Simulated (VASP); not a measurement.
# Ti2W3 (R-3m) in VASP: a series of runs

Runs on Ti2W3. Level: PBE. Tasks: single point.

All numbers are computed with VASP 6.6.1; they aren't measurements. Logs are shortened: lines on timing, memory, paths and dates and some standing lists are left out, and cuts for length are marked.

## Step 1: The cell of the first run

The structure is trigonal, space group R-3m (No. 166). The conventional cell has a = 4.499 Å, b = 4.499 Å, c = 13.777 Å, α = 90.00°, β = 90.00°, γ = 120.00°. Ti (site symmetry 3m) has 11 W at 2.76 to 3.18 Å and 3 Ti at 2.76 Å within 3.6 Å. W (site symmetry 3m) has 7 Ti at 2.76 to 3.18 Å and 7 W at 2.76 to 3.18 Å within 3.6 Å. W (site symmetry -3m) has 8 Ti at 2.76 to 3.18 Å and 6 W at 2.76 Å within 3.6 Å.

## Step 2: Single point, PBE

File INCAR:

```
PREC     = Accurate       # precision mode
ENCUT    = 520            # plane-wave cutoff, eV
EDIFF    = 1E-6           # SCF threshold, eV
ISMEAR   = 0              # smearing method
SIGMA    = 0.1            # smearing width, eV
LREAL    = F              # projectors in reciprocal space
LASPH    = T              # aspherical terms in the spheres
NELM     = 100            # most SCF steps
ALGO     = Fast           # electronic algorithm
ISIF     = 2              # what is computed and relaxed
LWAVE    = F              # write WAVECAR
LCHARG   = F              # write CHGCAR
GGA      = PE             # functional
NBANDS   = 41             # bands
```

File KPOINTS:

```
Automatic mesh
0
Gamma
  6 6 6
```

File POSCAR:

```
Ti2W3
1.0
    2.2497385900      1.2988871800      4.5922596600
   -2.2497385900      1.2988871800      4.5922596600
    0.0000000000     -2.5977743600      4.5922596600
Ti W
2 3
Direct
    0.8000000000      0.8000000000      0.8000000000
    0.2000000000      0.2000000000      0.2000000000
    0.4000000000      0.4000000000      0.4000000000
    0.6000000000      0.6000000000      0.6000000000
    0.0000000000      0.0000000000      0.0000000000
```

Potentials or basis: VASP PAW PBE potentials, release 64 (Ti_sv, W_sv).

Run with:

```bash
cat potpaw_PBE.64/Ti_sv/POTCAR potpaw_PBE.64/W_sv/POTCAR > POTCAR
mpirun -np 1 vasp_std > vasp.out
```

OUTCAR:

```text
PREC = Accurate
   ENCUT = 520
   EDIFF = 1E-6
   ISMEAR = 0
   LREAL = F
   LASPH = T
   NELM = 100
   ISIF = 2
   GGA = PE

 ion  position               nearest neighbor table
   1  0.800  0.800  0.800-   4 2.76   5 2.76   3 2.76   2 2.76   3 2.76   3 2.76   2 2.76   2 2.76
                             5 3.18   4 3.18   5 3.18   5 3.18   4 3.18   4 3.18
   2  0.200  0.200  0.200-   3 2.76   5 2.76   4 2.76   1 2.76   4 2.76   4 2.76   1 2.76   1 2.76
                             5 3.18   3 3.18   5 3.18   5 3.18   3 3.18   3 3.18
   3  0.400  0.400  0.400-   2 2.76   4 2.76   5 2.76   1 2.76   5 2.76   5 2.76   1 2.76   1 2.76
                             4 3.18   2 3.18   4 3.18   4 3.18   2 3.18   2 3.18
   4  0.600  0.600  0.600-   1 2.76   3 2.76   2 2.76   5 2.76   2 2.76   2 2.76   5 2.76   5 2.76
                             3 3.18   1 3.18   3 3.18   3 3.18   1 3.18   1 3.18
   5  0.000  0.000  0.000-   1 2.76   2 2.76   4 2.76   3 2.76   4 2.76   4 2.76   3 2.76   3 2.76
                             2 3.18   1 3.18   2 3.18   1 3.18   2 3.18   1 3.18

  LATTYP: Found a trigonal (rhomboedric) cell.
 ALAT       =     5.2761046630
 COS(alpha) =     0.6363636357

  Lattice vectors:

 A1 = (   2.2497385900,   1.2988871800,   4.5922596600)
 A2 = (  -2.2497385900,   1.2988871800,   4.5922596600)
 A3 = (   0.0000000000,  -2.5977743600,   4.5922596600)

Analysis of symmetry for initial positions (statically):
=====================================================================
 Subroutine PRICEL returns:
 Original cell was already a primitive cell.

 Routine SETGRP: Setting up the symmetry group for a
 trigonal (rhombohedral) supercell.

 Subroutine GETGRP returns: Found 12 space group operations
 (whereof 12 operations were pure point group operations)
 out of a pool of 12 trial point group operations.

The static configuration has the point symmetry D_3d.

Analysis of symmetry for dynamics (positions and initial velocities):
=====================================================================
 Subroutine PRICEL returns:
 Original cell was already a primitive cell.

 Routine SETGRP: Setting up the symmetry group for a
 trigonal (rhombohedral) supercell.

 Subroutine GETGRP returns: Found 12 space group operations
 (whereof 12 operations were pure point group operations)
 out of a pool of 12 trial point group operations.

The dynamic configuration has the point symmetry D_3d.

 Subroutine INISYM returns: Found 12 space group operations
 (whereof 12 operations are pure point group operations),
 and found     1 'primitive' translations

----------------------------------------------------------------------------------------

                                     Primitive cell

  volume of cell :      80.5158

  direct lattice vectors                    reciprocal lattice vectors
     2.249738590  1.298887180  4.592259660     0.222248043  0.128314968  0.072585907
    -2.249738590  1.298887180  4.592259660    -0.222248043  0.128314968  0.072585907
     0.000000000 -2.597774360  4.592259660     0.000000000 -0.256629936  0.072585907

  length of vectors
     5.276104663  5.276104663  5.276104663     0.266697652  0.266697652  0.266697652

  position of ions in fractional coordinates (direct lattice)
     0.800000000  0.800000000  0.800000000
     0.200000000  0.200000000  0.200000000
     0.400000000  0.400000000  0.400000000
     0.600000000  0.600000000  0.600000000
     0.000000000  0.000000000  0.000000000

  ion indices of the primitive-cell ions
   primitive index   ion index
                 1           1
                 2           2
                 3           3
                 4           4
                 5           5

----------------------------------------------------------------------------------------

 KPOINTS: Automatic mesh

Automatic generation of k-mesh.
 Grid dimensions read from file:
 generate k-points for:    6    6    6

 Generating k-lattice:

  Cartesian coordinates                     Fractional coordinates (reciprocal lattice)
     0.037041341  0.021385828  0.012097651     0.166666667 -0.000000000  0.000000000
    -0.037041341  0.021385828  0.012097651    -0.000000000  0.166666667  0.000000000
     0.000000000 -0.042771656  0.012097651     0.000000000  0.000000000  0.166666667

  Length of vectors
     0.044449609  0.044449609  0.044449609

  Shift w.r.t. Gamma in fractional coordinates (k-lattice)
     0.000000000  0.000000000  0.000000000

 Subroutine IBZKPT returns following result:
 ===========================================

 Found     32 irreducible k-points:

 Following reciprocal coordinates:
            Coordinates               Weight
  0.000000  0.000000  0.000000      1.000000
  0.166667  0.000000  0.000000      6.000000
  0.333333  0.000000  0.000000      6.000000
  0.500000  0.000000  0.000000      3.000000
  0.166667  0.166667  0.000000      6.000000
  0.333333  0.166667  0.000000     12.000000
[... 16 lines left out ...]
  0.500000  0.500000  0.166667      6.000000
 -0.333333  0.500000  0.166667     12.000000
 [... further k-points ...]
   k-points           NKPTS =     32   k-points in BZ     NKDIM =     32   number of bands    NBANDS=     41
   number of dos      NEDOS =    301   number of ions     NIONS =      5
   total plane-waves  NPLWV =  64000
   dimension x,y,z NGX =    40 NGY =   40 NGZ =   40
   dimension x,y,z NGXF=    80 NGYF=   80 NGZF=   80
   ions per type =               2   3
   NGX,Y,Z   is equivalent  to a cutoff of  12.60, 12.60, 12.60 a.u.
   NGXF,Y,Z  is equivalent  to a cutoff of  25.21, 25.21, 25.21 a.u.
 SYSTEM =  unknown system
   PREC   = accura    normal or accurate (medium, high low for compatibility)
   ISTART =      0    job   : 0-new  1-cont  2-samecut
   ICHARG =      2    charge: 1-file 2-atom 10-const
   ISPIN  =      1    spin polarized calculation?
   LNONCOLLINEAR =      F non collinear calculations
   LSORBIT =      F    spin-orbit coupling
   LASPH  =      T    aspherical Exc in radial PAW
   ENCUT  =  520.0 eV  38.22 Ry    6.18 a.u.   9.81  9.81  9.81*2*pi/ulx,y,z
   NELM   =    100;   NELMIN=  2; NELMDL= -5     # of ELM steps
   EDIFF  = 0.1E-05   stopping-criterion for ELM
   LREAL  =      F    real-space projection
   EDIFFG = 0.1E-04   stopping-criterion for IOM
   NSW    =      0    number of steps for IOM
   IBRION =     -1    ionic relax: 0-MD 1-quasi-New 2-CG
   NFREE  =      0    steps in history (QN), initial steepest desc. (CG)
   ISIF   =      2    stress and relaxation
   ISYM   =      2    0-nonsym 1-usesym 2-fastsym
   POTIM  = 0.5000    time-step for ionic-motion
   TEBEG  =    0.0;   TEEND  =   0.0 temperature during run
   PSTRESS=    0.0 pullay stress
   NELECT =      66.0000    total number of electrons
   NUPDOWN=      -1.0000    fix difference up-down
   EMIN   =  10.00;   EMAX   =-10.00  energy-range for DOS
   EFERMI =   0.00;   METHOD = LEGACY
   ISMEAR =     0;   SIGMA  =   0.10  broadening in eV -4-tet -1-fermi 0-gaus
   EFERMI_NEDOS =   21; number of points for ismear=-14 and -15
   IALGO  =     68    algorithm
   IMIX   =      4    mixing-type and parameters
     AMIX     =   0.40;   BMIX     =  1.00
     AMIX_MAG =   1.60;   BMIX_MAG =  1.00
  volume/ion in A,a.u.               =      16.10       108.67
  Fermi-wavevector in a.u.,A,eV,Ry     =   1.532130  2.895307 31.938640  2.347424
  Thomas-Fermi vector in A             =   2.639379
   LORBIT       =      0    0 simple, 1 ext, 2 COOP (PROOUT), +10 PAW based schemes
   GGA     = PE    functional components
   LHFCALC =     F    Hartree Fock is set to
   AEXX    =    0.0000 exact exchange contribution
   IVDW    =     0    specifies the selected vdW correction
   LEPSILON=     F    determine dielectric tensor
   LRPA    =     F    only Hartree local field effects (RPA)
 non-spin polarized calculation
 RMM-DIIS sequential band-by-band and
 Gauss-broadening in eV      SIGMA  =   0.10
  energy-cutoff  :      520.00
  volume of cell :       80.52
 maximum number of plane-waves:      2190
   NGX = 19   NGY = 19   NGZ = 19

 number of electron      66.0000006 magnetization

 Free energy of the ion-electron system (eV)
  ---------------------------------------------------
  ext. energy  EPLUGINS =         0.00000000
  ---------------------------------------------------
  free energy    TOTEN  =       -54.81622082 eV

  energy without entropy =      -54.78581450  energy(sigma->0) =      -54.80101766

 E-fermi :   9.7809     XC(G=0): -12.8878

 val. band max:        9.7746196624   @ k =  -0.1667   0.1667   0.0000
 cond. band min:       9.7815951463   @ k =   0.3333   0.1667   0.0000
 fundamental gap:      0.0069754839
 Fermi energy:         9.7808697705

 k-point     1 :       0.0000    0.0000    0.0000
  band No.  band energies     occupation
      1     -63.5784      2.00000
      2     -63.4621      2.00000
      3     -63.4577      2.00000
      4     -46.5131      2.00000
      5     -46.4012      2.00000
      6     -28.0707      2.00000
[... 33 lines left out ...]
     40      13.4481      0.00000
     41      13.6197      0.00000

 k-point     2 :       0.1667    0.0000    0.0000
  band No.  band energies     occupation
      1     -63.5714      2.00000
      2     -63.4678      2.00000
      3     -63.4591      2.00000
      4     -46.5067      2.00000
      5     -46.4080      2.00000
      6     -28.0961      2.00000
[... 33 lines left out ...]
     40      12.9088      0.00000
     41      13.1799      0.00000

 k-point     3 :       0.3333    0.0000    0.0000
  band No.  band energies     occupation
      1     -63.5535      2.00000
      2     -63.4843      2.00000
      3     -63.4605      2.00000
      4     -46.4901      2.00000
      5     -46.4252      2.00000
      6     -28.1394      2.00000
[... 33 lines left out ...]
     40      12.8380      0.00000
     41      13.3040      0.00000

 k-point     4 :       0.5000    0.0000    0.0000
  band No.  band energies     occupation
      1     -63.5399      2.00000
      2     -63.4975      2.00000
      3     -63.4611      2.00000
      4     -46.4767      2.00000
      5     -46.4389      2.00000
      6     -28.1585      2.00000
[... 825 lines left out ...]
     40      12.5555      0.00000
     41      12.6887      0.00000

 k-point    23 :       0.5000    0.5000    0.1667
  band No.  band energies     occupation
      1     -63.5506      2.00000
      2     -63.4884      2.00000
      3     -63.4594      2.00000
      4     -46.4905      2.00000
      5     -46.4251      2.00000
      6     -28.1602      2.00000
[... 33 lines left out ...]
     40      12.7833      0.00000
     41      13.1673      0.00000

 k-point    24 :      -0.3333    0.5000    0.1667
  band No.  band energies     occupation
      1     -63.5407      2.00000
      2     -63.4916      2.00000
      3     -63.4661      2.00000
      4     -46.4769      2.00000
      5     -46.4389      2.00000
      6     -28.1677      2.00000
[... 33 lines left out ...]
     40      12.7747      0.00000
     41      13.2366      0.00000

 [... further k-points ...]

------------------------ aborting loop because EDIFF is reached ----------------------------------------

  FORCE on cell =-STRESS in cart. coord.  units (eV):
  Direction    XX          YY          ZZ          XY          YZ          ZX
  --------------------------------------------------------------------------------------
  -------------------------------------------------------------------------------------
  Total        0.1931553      0.1931553     -0.2353660      0.0000000      0.0000000      0.0000000
  in kB        3.8435801      3.8435800     -4.6835275      0.0000000      0.0000000      0.0000000
  external PRESSURE =       1.0012109 kB  Pullay stress =       0.0000000 kB

 VOLUME and BASIS-vectors are now :
 -----------------------------------------------------------------------------
  energy-cutoff  :      520.00
  volume of cell :       80.52
      direct lattice vectors                 reciprocal lattice vectors
     2.249738590  1.298887180  4.592259660     0.222248043  0.128314968  0.072585907
    -2.249738590  1.298887180  4.592259660    -0.222248043  0.128314968  0.072585907
     0.000000000 -2.597774360  4.592259660     0.000000000 -0.256629936  0.072585907

 POSITION                                       TOTAL-FORCE (eV/Angst)
 -----------------------------------------------------------------------------------
      0.00000      0.00000     11.02142         0.000000     -0.000000     -0.262687
      0.00000      0.00000      2.75536         0.000000     -0.000000      0.262687
      0.00000      0.00000      5.51071         0.000000     -0.000000      0.688029
      0.00000      0.00000      8.26607         0.000000      0.000000     -0.688029
      0.00000      0.00000      0.00000        -0.000000     -0.000000      0.000000
 -----------------------------------------------------------------------------------
    total drift:                               -0.000000      0.000000     -0.000000

  FREE ENERGIE OF THE ION-ELECTRON SYSTEM (eV)
  ---------------------------------------------------
  free  energy   TOTEN  =       -54.8162208188 eV

  energy  without entropy=      -54.7858145045  energy(sigma->0) =      -54.80101766
```

Wall time 9.8 min (1 thread of AMD EPYC 7R13 (Zen 3), shared host); peak memory 0.25 GiB.

What came out:

```
Free energy            : -54.8162 eV
Pressure               : 0.1 GPa
Largest force          : 0.688 eV/Å
Band gap on the k mesh : zero (bands 33 and 34 overlap by 0.73 eV)
```

Forces in eV/Å, atoms in the order of the input:
```
Ti   0.000  0.000 -0.263
Ti   0.000  0.000  0.263
W    0.000  0.000  0.688
W    0.000  0.000 -0.688
W    0.000  0.000  0.000
```

Caveat: spin-orbit coupling is left out, which moves the levels of the heavy elements.

(Part 1 of 2 ends here.)
